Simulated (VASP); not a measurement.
A run of VASP 6.6.1 is set up as follows.

The input POSCAR:

```
MgAg2SnSe4
1.0
   -3.0504828271      3.0504828271      5.8916864834
    3.0504828271     -3.0504828271      5.8916864834
    3.0504828271      3.0504828271     -5.8916864834
Ag Mg Sn Se
2 1 1 4
Direct
    0.0000000000      0.0000000000      0.0000000000
    0.7500000000      0.2500000000      0.5000000000
    0.2500000000      0.7500000000      0.5000000000
    0.5000000000      0.5000000000      0.0000000000
    0.1379515743      0.6215999960      1.0100535124
    0.3784000040      0.3884535164      0.5163515783
    0.6115464836      0.1278980619     -0.0100535124
    0.8721019381      0.8620484257      0.4836484217
```

File INCAR.step1:

```
PREC = Accurate ; ENCUT = 520
ISMEAR = -1 ; SIGMA = 0.02
LREAL = F ; LASPH = T
NELM = 80 ; NBANDS = 41
GGA = PE ; ALGO = Normal
EDIFF = 1E-4 ; LWAVE = T
LCHARG = F
```

Contents of INCAR.step2:

```
PREC = Accurate ; ENCUT = 520
EDIFF = 1E-7 ; ISMEAR = -1
SIGMA = 0.02 ; LREAL = F
LASPH = T ; NELM = 80
ALGO = Normal ; ISIF = 2
LWAVE = F ; LCHARG = F
METAGGA = R2SCAN ; LMIXTAU = T
NBANDS = 41 ; ISTART = 1
```

File KPOINTS:

```
Automatic mesh
0
Gamma
  6 6 6
```

Potentials or basis: VASP PAW PBE potentials, release 64 (Ag, Mg, Sn_d, Se).

The run is started by

```bash
$ cat potpaw_PBE.64/Ag/POTCAR potpaw_PBE.64/Mg/POTCAR potpaw_PBE.64/Sn_d/POTCAR potpaw_PBE.64/Se/POTCAR > POTCAR
$ cp INCAR.step1 INCAR
$ mpirun -np 1 vasp_std > vasp.out
$ cp INCAR.step2 INCAR
$ mpirun -np 1 vasp_std > vasp.out
```

**Question.** Estimate the largest force.

**Answer.** 0.022 eV/Å.

**Question.** What does it give for the pressure?

**Answer.** -0.1 GPa.

Forces in eV/Å, atoms in the order of the input:
```
Ag   0.000  0.000  0.000
Ag   0.000  0.000  0.000
Mg   0.000  0.000  0.000
Sn   0.000  0.000  0.000
Se   0.014  0.002 -0.016
Se   0.002 -0.014  0.016
Se  -0.014 -0.002 -0.016
Se  -0.002  0.014  0.016
```

Caveat: the PAW data sets were made with another functional, which shifts forces and pressure a little.
